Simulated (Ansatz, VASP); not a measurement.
**TePb: VASP beside Ansatz**

Contents of INCAR:

```
ALGO = Normal ; EDIFF = 1E-7
ENCUT = 520 ; GGA = PE
ISIF = 2 ; ISMEAR = 0
IVDW = 12 ; LASPH = T
LCHARG = F ; LREAL = F
LWAVE = F ; NBANDS = 17
NELM = 100 ; PREC = Accurate
SIGMA = 0.1
```

The input KPOINTS:

```
k-points
0
Gamma
  10 10 10
```

The input POSCAR:

```
TePb
1.0
    4.0534845240      0.0000000000      0.0000000000
    0.0000000000      4.0534845240      0.0000000000
    0.0000000000      0.0000000000      4.0534845240
Te Pb
1 1
Direct
    0.5000000000      0.5000000000      0.5000000000
    0.0000000000      0.0000000000      0.0000000000
```

Input for Ansatz:

```yaml
crystal:
  lattice:
    - [4.053484524, 0.0, 0.0]
    - [0.0, 4.053484524, 0.0]
    - [0.0, 0.0, 4.053484524]
  atoms:
    - { symbol: Te, position: [0.5, 0.5, 0.5] }
    - { symbol: Pb, position: [0.0, 0.0, 0.0] }
basis:
  ecutwfc: 420
kpoints:
  mp_grid: { grid: [10, 10, 10] }
hamiltonian:
  xc: pbe
  dispersion: d3bj
scf:
  occupations: { method: gaussian, width: 0.1 }
output:
  forces: true
  stress: true
  eigenvalues: true
```

Alike in both runs: task single point; functional PBE; dispersion D3(BJ); k mesh 10 × 10 × 10; occupations gaussian, width 0.1 eV; no spin polarisation.

|  | VASP | Ansatz |
| --- | --- | --- |
| version | VASP 6.6.1 | Ansatz 0.2.0 |
| potentials or method | VASP PAW PBE potentials, release 64 (Te, Pb_d), cutoff 520 eV | scalar-relativistic, plane waves, PAW |
| valence electrons in the cell | 20 | 30 |

|  | VASP | Ansatz | Ansatz less VASP |
| --- | --- | --- | --- |
| gap on the k mesh at the Fermi level (eV) | none | none | - |
| pressure (GPa) | -0.4 | -0.4 | +0.04 |

A gap of «none» marks a metal or a gap that the smearing closes. VASP's potentials hold 20 valence electrons a cell and Ansatz's 30, so a difference there can come from the potentials and not from the codes. Ansatz's warnings: dispersion switch in reach.

Neither program's run includes spin-orbit coupling.
